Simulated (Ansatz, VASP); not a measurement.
# Two plane-wave programs on Al3Ge2Ru

```
Al Ge Ru
1.0
     3.12272    0.00000    0.00000
     0.00000    3.12272    0.00000
     0.00000    0.00000    9.93739
Al Ge Ru
3 2 1
Direct
  0.50000 0.50000 0.13777
  0.50000 0.50000 0.50000
  0.50000 0.50000 0.86223
  0.00000 0.00000 0.31380
  0.00000 0.00000 0.68620
  0.00000 0.00000 0.00000
```

Change from the starting cell: species swapped into the Pr3MgAl2 type (P4/mmm, No. 123).

Alike in both runs: functional PBE; k mesh 12 × 12 × 4; occupations gaussian, width 0.1 eV; no spin polarisation.

Ansatz relaxed the structure, and its values are those at the end. VASP's run is a single point on that final structure, the one shown.

```csv
,VASP,Ansatz
version,VASP 6.6.1,Ansatz 0.2.0
potentials or method,"VASP PAW PBE potentials, release 64 (Al, Ge_d, Ru_pv), cutoff 520 eV","scalar-relativistic, plane waves, PAW"
valence electrons in the cell,51,53
```

|  | VASP | Ansatz | Ansatz less VASP |
| --- | --- | --- | --- |
| gap on the k mesh at the Fermi level (eV) | none | none | - |
| pressure (GPa) | 0.0 | 0.0 | 0.00 |

A gap of «none» marks a metal or a gap that the smearing closes. With one functional, cell and mesh, what is left measures potentials, basis and numerics. VASP's potentials hold 51 valence electrons a cell and Ansatz's 53, so a difference there can come from the potentials and not from the codes.
